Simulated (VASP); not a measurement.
# Sn8O16F (a cell with a defect) in VASP: a series of runs, part 2 of 2

VASP 6.6.1. Earlier steps stand in the parts before.

## Step 3: Single point, PBE, collinear spin

Input file INCAR:

```
SYSTEM = Sn8O16F
  PREC = Accurate
  ENCUT = 520
  EDIFF = 1E-6
  ISMEAR = -1
  SIGMA = 0.01
  LREAL = Auto
  LASPH = .True.
  NELM = 200
  ALGO = Normal
  ISIF = 2
  LWAVE = .False.
  LCHARG = .False.
  ISPIN = 2
  MAGMOM = 0 0 0 0 0 0 0 0 0.01 0 0 0.01 0.35 0 0.35 0 0.01 0 0 0.01 0 0 0 0 0.37
  LORBIT = 11
  NUPDOWN = 1.0
  GGA = PE
  NBANDS = 130
  GGA_COMPAT = .False.
  ISYM = -1
```

Input file KPOINTS:

```
explicit points
1
Reciprocal
  0.25000000   0.25000000   0.25000000 1
```

Input file POSCAR:

```
Sn8O16F
1.0
    4.8274600300      4.8274600300      0.0000000000
   -4.8274600300      4.8274600300      0.0000000000
    0.0000000000      0.0000000000      6.4759066800
Sn O F
8 16 1
Direct
   -0.0023070968      0.5067374411      0.2466149919
    0.5020233241     -0.0065585223      0.2472579057
   -0.0038466082      0.0091598022     -0.0050117009
    0.5035135877      0.4907401727     -0.0053015438
   -0.0024284517      0.5064733497      0.7424706908
    0.5021768387     -0.0068115031      0.7431035294
   -0.0039546963      0.0040357511      0.4949237859
    0.5036921594      0.4958649283      0.4947369895
   -0.0038064127      0.8137200402      0.2457112260
    0.5220536746      0.3012848686      0.2499998084
   -0.0214722843      0.1986788982      0.2498747204
    0.5040341022      0.6864604974      0.2454265248
    0.3066823118     -0.0538907940     -0.0042162989
    0.8101687676      0.5036412467     -0.0052663171
    0.1929918827      0.5539231608     -0.0060512087
    0.6895383512     -0.0037124794     -0.0049656465
   -0.0042514097      0.8135157156      0.7442601199
    0.5213197117      0.3012124570      0.7397769262
   -0.0222850047      0.1986590036      0.7397238374
    0.5034463561      0.6861794302      0.7439922506
    0.3043552218      0.0041390541      0.4953172646
    0.8090184167      0.5145666953      0.4946400589
    0.1953936888      0.4957709401      0.4943955001
    0.6907189479     -0.0146434152      0.4951156487
    0.2499745889      0.2499898108     -0.0052390112
```

Potentials or basis: VASP PAW PBE potentials, release 64 (Sn_d, O, F).

Started as:

```console
$ cat potpaw_PBE.64/Sn_d/POTCAR potpaw_PBE.64/O/POTCAR potpaw_PBE.64/F/POTCAR > POTCAR
$ mpirun -np 1 vasp_std > vasp.out
```

OUTCAR:

```text
SYSTEM = Sn8O16F
   PREC = Accurate
   ENCUT = 520
   EDIFF = 1E-6
   ISMEAR = -1
   LREAL = Auto
   LASPH = .True.
   NELM = 200
   ISIF = 2
   ISPIN = 2
   LORBIT = 11
   NUPDOWN = 1.0
   GGA = PE
   ISYM = -1

 ion  position               nearest neighbor table
   1  0.998  0.507  0.247-  22 2.06  14 2.07   9 2.10  23 2.10  11 2.11  15 2.14   5 3.21   5 3.26
                             8 3.74   4 3.75   7 3.76
   2  0.502  0.993  0.247-  24 2.06  16 2.08  12 2.10  21 2.10  10 2.11  13 2.13   6 3.21   6 3.26
                             7 3.74   3 3.75   8 3.76
   3  0.996  0.009  0.995-  16 2.10  11 2.10   9 2.10  17 2.10  19 2.10  13 2.16  25 2.39   7 3.24
                             7 3.24   6 3.75   2 3.75
   4  0.504  0.491  0.995-  14 2.10  18 2.10  20 2.10  12 2.10  10 2.10  15 2.16  25 2.39   8 3.24
                             8 3.24   1 3.75   5 3.75
   5  0.998  0.506  0.742-  22 2.06  14 2.08  17 2.10  23 2.10  19 2.11  15 2.13   1 3.21   1 3.26
                             8 3.73   4 3.75   7 3.76
   6  0.502  0.993  0.743-  24 2.06  16 2.07  20 2.10  21 2.10  18 2.11  13 2.14   2 3.21   2 3.26
                             7 3.74   3 3.75   8 3.76
   7  0.996  0.004  0.495-   9 2.07  19 2.07  11 2.07  17 2.07  24 2.09  21 2.10   3 3.24   3 3.24
                             2 3.74   6 3.74   5 3.76   1 3.76
   8  0.504  0.496  0.495-  10 2.07  20 2.07  18 2.07  12 2.07  22 2.09  23 2.10   4 3.24   4 3.24
                             5 3.73   1 3.74   2 3.76   6 3.76
   9  0.996  0.814  0.246-   7 2.07   1 2.10   3 2.10
  10  0.522  0.301  0.250-   8 2.07   4 2.10   2 2.11
  11  0.979  0.199  0.250-   7 2.07   3 2.10   1 2.11
  12  0.504  0.686  0.245-   8 2.07   2 2.10   4 2.10
  13  0.307  0.946  0.996-   2 2.13   6 2.14   3 2.16
  14  0.810  0.504  0.995-   1 2.07   5 2.08   4 2.10
[... 8 lines left out ...]
  23  0.195  0.496  0.494-   1 2.10   5 2.10   8 2.10
  24  0.691  0.985  0.495-   6 2.06   2 2.06   7 2.09
  25  0.250  0.250  0.995-   4 2.39   3 2.39

IMPORTANT INFORMATION: All symmetrisations will be switched off!
NOSYMM: (Re-)initialisation of all symmetry stuff for point group C_1.

----------------------------------------------------------------------------------------

                                     Primitive cell

  volume of cell :     301.8339

  direct lattice vectors                    reciprocal lattice vectors
     4.827460030  4.827460030  0.000000000     0.103574136  0.103574136  0.000000000
    -4.827460030  4.827460030  0.000000000    -0.103574136  0.103574136  0.000000000
     0.000000000  0.000000000  6.475906680     0.000000000  0.000000000  0.154418532

  length of vectors
     6.827059446  6.827059446  6.475906680     0.146475947  0.146475947  0.154418532

  position of ions in fractional coordinates (direct lattice)
     0.997692903  0.506737441  0.246614992
     0.502023324  0.993441478  0.247257906
     0.996153392  0.009159802  0.994988299
     0.503513588  0.490740173  0.994698456
     0.997571548  0.506473350  0.742470691
     0.502176839  0.993188497  0.743103529
[... 17 lines left out ...]
     0.690718948  0.985356585  0.495115649
     0.249974589  0.249989811  0.994760989

  ion indices of the primitive-cell ions
   primitive index   ion index
                 1           1
                 2           2
                 3           3
                 4           4
                 5           5
                 6           6
[... 17 lines left out ...]
                24          24
                25          25

----------------------------------------------------------------------------------------

 KPOINTS: explicit points

Read explicit list of k-points.

 Found      1 k-points:

 Following reciprocal coordinates:
            Coordinates               Weight
  0.250000  0.250000  0.250000      1.000000
[... 38 lines left out ...]
     AMIX_MAG =   1.60;   BMIX_MAG =  1.00
  volume/ion in A,a.u.               =      12.07        81.48
  Fermi-wavevector in a.u.,A,eV,Ry     =   1.462059  2.762892 29.084052  2.137618
  Thomas-Fermi vector in A             =   2.578317
   LORBIT       =     11    0 simple, 1 ext, 2 COOP (PROOUT), +10 PAW based schemes
   GGA     = PE    functional components
   LHFCALC =     F    Hartree Fock is set to
   AEXX    =    0.0000 exact exchange contribution
   IVDW    =     0    specifies the selected vdW correction
   LEPSILON=     F    determine dielectric tensor
   LRPA    =     F    only Hartree local field effects (RPA)
 spin polarized calculation
  energy-cutoff  :      520.00
  volume of cell :      301.83
 maximum number of plane-waves:      8114
 NGX is ok and might be reduce to    50
   NGX = 25   NGY = 25   NGZ = 25

 number of electron     214.9999979 magnetization       1.0000165

 Free energy of the ion-electron system (eV)
  ---------------------------------------------------
  ext. energy  EPLUGINS =         0.00000000
  ---------------------------------------------------
  free energy    TOTEN  =      -149.81197535 eV

  energy without entropy =     -149.81197535  energy(sigma->0) =     -149.81197535

 E-fermi :   5.7617     XC(G=0): -11.1589

 val. band max:        5.4974248062   @ k =   0.2500   0.2500   0.2500
 cond. band min:       6.5165152511   @ k =   0.2500   0.2500   0.2500
 fundamental gap:      1.0190904450
 Fermi energy:         5.7541919645

 spin component 1

 k-point     1 :       0.2500    0.2500    0.2500
  band No.  band energies     occupation
      1     -16.6294      1.00000
      2     -15.1897      1.00000
      3     -15.1728      1.00000
      4     -15.1607      1.00000
      5     -15.0998      1.00000
      6     -15.0951      1.00000
[... 111 lines left out ...]
    118      12.9486      0.00000
    119      13.1098      0.00000
 Fermi energy:         5.7616560937

 spin component 2

 k-point     1 :       0.2500    0.2500    0.2500
  band No.  band energies     occupation
      1     -16.0585      1.00000
      2     -15.1764      1.00000
      3     -15.1663      1.00000
      4     -15.1338      1.00000
      5     -15.0988      1.00000
      6     -15.0932      1.00000
[... 111 lines left out ...]
    118      12.9607      0.00000
    119      13.1245      0.00000
 [bands above 119 left out]

------------------------ aborting loop because EDIFF is reached ----------------------------------------

  FORCE on cell =-STRESS in cart. coord.  units (eV):
  Direction    XX          YY          ZZ          XY          YZ          ZX
  --------------------------------------------------------------------------------------
  -------------------------------------------------------------------------------------
  Total        6.3067770      4.9621622      6.9086527      2.6645161     -1.2428460      0.0124551
  in kB       33.4772754     26.3398679     36.6721177     14.1436328     -6.5972043      0.0661133
  external PRESSURE =      32.1630870 kB  Pullay stress =       0.0000000 kB

 VOLUME and BASIS-vectors are now :
 -----------------------------------------------------------------------------
  energy-cutoff  :      520.00
  volume of cell :      301.83
      direct lattice vectors                 reciprocal lattice vectors
     4.827460030  4.827460030  0.000000000     0.103574136  0.103574136  0.000000000
    -4.827460030  4.827460030  0.000000000    -0.103574136  0.103574136  0.000000000
     0.000000000  0.000000000  6.475906680     0.000000000  0.000000000  0.154418532

 POSITION                                       TOTAL-FORCE (eV/Angst)
 -----------------------------------------------------------------------------------
      2.37007      7.26258      1.59706        -0.011507      0.001576     -0.003682
     -2.37230      7.21930      1.60122         0.008820      0.002200      0.001141
      4.76467      4.85311      6.44345         0.011508     -0.009316      0.009025
      0.06166      4.79972      6.44157        -0.008774      0.008955      0.011085
      2.37076      7.26072      4.80817        -0.009389      0.012404     -0.001255
     -2.37034      7.21882      4.81227         0.006558     -0.010136     -0.003763
[... 17 lines left out ...]
     -1.42235      8.09119      3.20632         0.019181      0.022024     -0.006177
     -0.00007      2.41356      6.44198        -0.003032     -0.000374      0.004106
 -----------------------------------------------------------------------------------
    total drift:                               -0.000259     -0.003372     -0.029562

  FREE ENERGIE OF THE ION-ELECTRON SYSTEM (eV)
  ---------------------------------------------------
  free  energy   TOTEN  =      -149.8119753462 eV

  energy  without entropy=     -149.8119753462  energy(sigma->0) =     -149.81197535

 total charge

# of ion       s       p       d       tot
------------------------------------------
    1        0.885   1.022  10.322  12.229
    2        0.885   1.022  10.323  12.230
    3        0.876   0.990  10.310  12.176
    4        0.876   0.990  10.310  12.176
    5        0.885   1.022  10.323  12.230
    6        0.885   1.022  10.322  12.229
[... 17 lines left out ...]
   24        1.562   3.500   0.000   5.062
   25        1.764   4.273   0.000   6.037
--------------------------------------------------
tot         33.858  67.957  82.599 184.413

 magnetization (x)

# of ion       s       p       d       tot
------------------------------------------
    1       -0.001  -0.002  -0.000  -0.004
    2       -0.001  -0.003  -0.000  -0.004
    3       -0.002  -0.003  -0.001  -0.006
    4       -0.002  -0.003  -0.001  -0.006
    5       -0.001  -0.003  -0.000  -0.004
    6       -0.001  -0.002  -0.000  -0.004
[... 17 lines left out ...]
   24        0.000   0.001   0.000   0.001
   25        0.001   0.325   0.000   0.326
--------------------------------------------------
tot          0.002   0.892  -0.003   0.891
```

It took 2 min on 1 thread of AMD EPYC 9R45 (Zen 5), shared host; peak memory 0.45 GiB.

What came out:

```
Free energy                                           : -149.8120 eV
Pressure                                              : 3.2 GPa
Largest force                                         : 0.030 eV/Å
Net moment                                            : 1.00 μB per cell
Site moments                                          : Sn -0.00, -0.01, +0.00 (each value once); O +0.01, -0.00, +0.29, +0.00 (each value once); F +0.33 μB
Valence electrons inside the program's atomic spheres : Sn 12.23, 12.18, 12.27 (each value once); O 5.04, 4.97, 5.05, 5.03, 5.06 (each value once); F 6.04
```

Forces in eV/Å, atoms in the order of the input:
```
Sn  -0.012  0.002 -0.004
Sn   0.009  0.002  0.001
Sn   0.012 -0.009  0.009
Sn  -0.009  0.009  0.011
Sn  -0.009  0.012 -0.001
Sn   0.007 -0.010 -0.004
Sn   0.000 -0.009  0.000
Sn  -0.001  0.010  0.003
O    0.017 -0.006 -0.011
O    0.019 -0.015 -0.002
O   -0.019  0.017 -0.001
O   -0.015  0.004 -0.011
O   -0.013 -0.023 -0.002
O   -0.005 -0.011 -0.001
O    0.017  0.022 -0.001
O    0.004  0.011 -0.003
O    0.018 -0.009  0.005
O    0.020 -0.022  0.004
O   -0.018  0.016  0.003
O   -0.018  0.008  0.003
O   -0.022 -0.016  0.004
O   -0.017 -0.020 -0.005
O    0.020  0.015  0.003
O    0.019  0.022 -0.006
F   -0.003  0.000  0.004
```

Stress tensor (GPa, compression positive):
```
 3.35  1.41  0.01
 1.41  2.63 -0.66
 0.01 -0.66  3.67
```

Caveat: spin-orbit coupling is left out, which moves the levels of the heavy elements; the total moment is fixed, so each spin has its own Fermi level and the state may be an excited one.

## Step 4: Single point, PBE, collinear spin

Input file INCAR:

```
SYSTEM = Sn8O16F
  PREC = Accurate
  ENCUT = 520
  EDIFF = 1E-6
  ISMEAR = -1
  SIGMA = 0.01
  LREAL = Auto
  LASPH = .TRUE.
  NELM = 200
  ALGO = Normal
  ISIF = 2
  LWAVE = .FALSE.
  LCHARG = .FALSE.
  ISPIN = 2
  MAGMOM = 0 0 0 0 0 0 0 0 0 0.38 0.03 0 0.3 0 0.03 0 0.01 0 0 0.01 0 0.05 0 0 0.26
  LORBIT = 11
  NUPDOWN = 1.0
  GGA = PE
  NBANDS = 130
  GGA_COMPAT = .FALSE.
  ISYM = -1
```

KPOINTS is that of step 3.

Input file POSCAR:

```
Sn8O16F
1.0
    4.8274600300      4.8274600300      0.0000000000
   -4.8274600300      4.8274600300      0.0000000000
    0.0000000000      0.0000000000      6.4759066800
Sn O F
8 16 1
Direct
    0.0099353490      0.5039580825      0.2443728852
    0.4894065379     -0.0042045920      0.2447331437
   -0.0070207728     -0.0020962369     -0.0075240429
    0.5061658688      0.5014766533     -0.0075161676
    0.0028451815      0.5041640914      0.7444846318
    0.4963768701     -0.0043723821      0.7446344177
   -0.0069068412     -0.0016987194      0.4966394914
    0.5062852897      0.5018421665      0.4966237407
    0.0004975701      0.8109815463      0.2447993892
    0.5544537880      0.3058514189      0.2447385483
   -0.0557155312      0.1938741065      0.2443648555
    0.4990176998      0.6888173034      0.2443225448
    0.3010990233     -0.0192957579     -0.0111967333
    0.8134169886      0.5084814757     -0.0051873817
    0.1981218890      0.5196584714     -0.0115753675
    0.6860561205     -0.0062559814     -0.0050687883
   -0.0124273427      0.8095280905      0.7444281146
    0.4999329844      0.3039576694      0.7447472977
   -0.0005537073      0.1958127036      0.7444064960
    0.5116152148      0.6902445550      0.7446876921
    0.3011560926     -0.0196962791      0.5006486597
    0.8132264122      0.5060029466      0.4941589121
    0.1981988445      0.5191346970      0.5003469259
    0.6858656477     -0.0086892485      0.4943409716
    0.2492007168      0.2499329860      0.2444598229
```

Started as:

```console
$ cat potpaw_PBE.64/Sn_d/POTCAR potpaw_PBE.64/O/POTCAR potpaw_PBE.64/F/POTCAR > POTCAR
$ mpirun -np 1 vasp_std > vasp.out
```

It took 1.9 min on 1 thread of AMD EPYC 9R45 (Zen 5), shared host; peak memory 0.45 GiB.

The run converged. Its results:

```yaml
Free_energy: -149.8175 eV
Pressure: 3.2 GPa
Largest_force: 0.044 eV/Å
Net_moment: 1.00 μB per cell
Site_moments: Sn -0.01, -0.00, +0.00 (each value once); O +0.00, +0.29, -0.00, +0.01 (each value once); F +0.32 μB
Valence_electrons_inside_the_program's_atomic_spheres: Sn 12.18, 12.23, 12.28 (each value once); O 5.05, 4.97, 5.04, 5.06, 5.03 (each value once); F 6.04
```

Forces on the atoms (eV/Å):
```
Sn  -0.001 -0.012  0.009
Sn  -0.001  0.009  0.004
Sn  -0.009 -0.016  0.017
Sn   0.015  0.016  0.012
Sn  -0.030 -0.008  0.000
Sn   0.034  0.013  0.003
Sn  -0.016 -0.013 -0.023
Sn   0.014  0.014 -0.018
O    0.011 -0.007 -0.003
O    0.006 -0.005  0.001
O   -0.004  0.008  0.002
O   -0.014  0.002 -0.002
O   -0.032 -0.029  0.006
O   -0.013 -0.020 -0.001
O    0.035  0.025  0.005
O    0.012  0.011 -0.010
O    0.019 -0.022 -0.001
O    0.018 -0.027 -0.004
O   -0.020  0.027  0.000
O   -0.019  0.025  0.001
O   -0.032 -0.022 -0.004
O   -0.011 -0.011  0.003
O    0.025  0.024 -0.002
O    0.014  0.018  0.003
F    0.001 -0.002  0.002
```

Stress tensor (GPa, compression positive):
```
 2.64 -1.39 -0.02
-1.39  3.34 -0.64
-0.02 -0.64  3.74
```

Caveat: spin-orbit coupling is left out, which moves the levels of the heavy elements; the total moment is fixed, so each spin has its own Fermi level and the state may be an excited one.
